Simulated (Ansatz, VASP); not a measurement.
P in VASP and in Ansatz

File INCAR:

```
SYSTEM = P
PREC = Accurate
ENCUT = 520
EDIFF = 1E-7
ISMEAR = 0
SIGMA = 0.02
LREAL = .FALSE.
LASPH = .TRUE.
NELM = 60
ALGO = Normal
ISIF = 2
LWAVE = .FALSE.
LCHARG = .FALSE.
LDIPOL = .TRUE.
IDIPOL = 3
DIPOL = 0.5 0.5 0.500
GGA = PE
IVDW = 12
NBANDS = 12
```

The input KPOINTS:

```
Automatic mesh
0
G
  9 9 1
  0 0 0
```

POSCAR

```
P
1.0
    3.0100000000      0.0000000000      0.0000000000
   -1.5050000000      2.6067364654      0.0000000000
    0.0000000000      0.0000000000     28.0000000000
P
2
Direct
    0.3333333333      0.6666666667      0.5333571429
    0.6666666667      0.3333333333      0.4666428571
```

Input for Ansatz:

```yaml
crystal:
  lattice:
    - [3.01, 0.0, 0.0]
    - [-1.505, 2.6067364654, 0.0]
    - [0.0, 0.0, 28.0]
  atoms:
    - { symbol: P, position: [0.3333333333, 0.6666666667, 0.5333571429] }
    - { symbol: P, position: [0.6666666667, 0.3333333333, 0.4666428571] }
  periodic: [true, true, false]
basis:
  ecutwfc: 420
kpoints:
  mp_grid: { grid: [9, 9, 1] }
hamiltonian:
  xc: pbe
  dispersion: d3bj
scf:
  occupations: { method: gaussian, width: 0.02 }
output:
  forces: true
  stress: true
  eigenvalues: true
```

Alike in both runs: task single point; functional PBE; dispersion D3(BJ); k mesh 9 × 9 × 1; occupations gaussian, width 0.02 eV; no spin polarisation.

|  | VASP | Ansatz |
| --- | --- | --- |
| version | VASP 6.6.1 | Ansatz 0.2.0 |
| potentials or method | VASP PAW PBE potentials, release 64 (P), cutoff 520 eV | scalar-relativistic, plane waves, PAW |
| valence electrons in the cell | 10 | 10 |

```tsv
	VASP	Ansatz	Ansatz less VASP
gap on the k mesh at the Fermi level (eV)	none	none	-
rms of the force components (eV/Å)	1.059	1.039	-0.0200
```

Atom by atom the forces differ by 0.020 eV/Å (rms over components). A gap of «none» marks a metal or a gap that the smearing closes.
